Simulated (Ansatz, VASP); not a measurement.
## One calculation of Au, two programs

```
Au
1.0
     2.90604    0.00000    0.00000
    -1.45302    2.51671    0.00000
     0.00000    0.00000    9.67954
Au
4
Direct
  0.00000 0.00000 0.00000
  0.00000 0.00000 0.50000
  0.33333 0.66667 0.25000
  0.66667 0.33333 0.75000
```

Alike in both runs: task single point; functional PBEsol; k mesh 14 × 14 × 4; occupations fermi-dirac, width 0.1 eV; no spin polarisation.

|  | VASP | Ansatz |
| --- | --- | --- |
| version | VASP 6.6.1 | Ansatz 0.2.0 |
| potentials or method | VASP PAW PBE potentials, release 64 (Au), cutoff 520 eV | plane waves (420 eV) with PAW, scalar-relativistic |
| valence electrons in the cell | 44 | 76 |

|  | VASP | Ansatz | Ansatz less VASP |
| --- | --- | --- | --- |
| pressure (GPa) | -6.3 | -6.0 | +0.25 |
| traceless stress, the component that is largest in VASP (GPa) | -0.25 | -0.23 | +0.013 |

VASP's potentials were made for PBE, not for PBEsol, and Ansatz warns of the same on its side. VASP's potentials hold 44 valence electrons a cell and Ansatz's 76, so a difference there can come from the potentials and not from the codes.

Spin-orbit coupling is off throughout.
